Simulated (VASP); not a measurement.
Input of a VASP 6.6.1 run:

File INCAR:

```
SYSTEM = Ta
PREC = Accurate ; ENCUT = 520
EDIFF = 1E-6 ; ISMEAR = 0
SIGMA = 0.15 ; LREAL = .False.
LASPH = .True. ; NELM = 100
ALGO = Fast ; ISIF = 2
LWAVE = .False. ; LCHARG = .True.
GGA = PS ; LELF = .True.
LVHAR = .True. ; ISYM = 0
NBANDS = 30
```

KPOINTS

```
Automatic mesh
0
Gamma
  17 17 5
  0 0 0
```

POSCAR

```
Ta
1.0
   -1.6512800000      1.6512800000     -1.6512800000
   -1.6512800000     -1.6512800000      1.6512800000
    0.0000000000      8.2564000000      4.9538400000
Ta
4
Direct
   -0.4375000000      0.4375000000      0.8750000000
    0.4375000000      0.5625000000      0.1250000000
   -0.1875000000      0.1875000000      0.3750000000
    0.1875000000      0.8125000000      0.6250000000
```

Potentials or basis: VASP PAW PBE potentials, release 64 (Ta_pv).

Launch:

```sh
$ cat potpaw_PBE.64/Ta_pv/POTCAR > POTCAR
$ mpirun -np 1 vasp_std > vasp.out
```

Task: Predict the pressure.

Result: 2.0 GPa.

Task: Estimate the largest force.

Result: 4.649 eV/Å.

Stress tensor (GPa, compression positive):
```
-6.58  0.00  0.00
 0.00  6.37  7.10
 0.00  7.10  6.34
```

Caveat: the cell differs from its parent crystal (the part above a cut slid along it); the stress differs along the axes, from -7 to 6 GPa; the PAW data sets were made with another functional, which shifts forces and pressure a little.
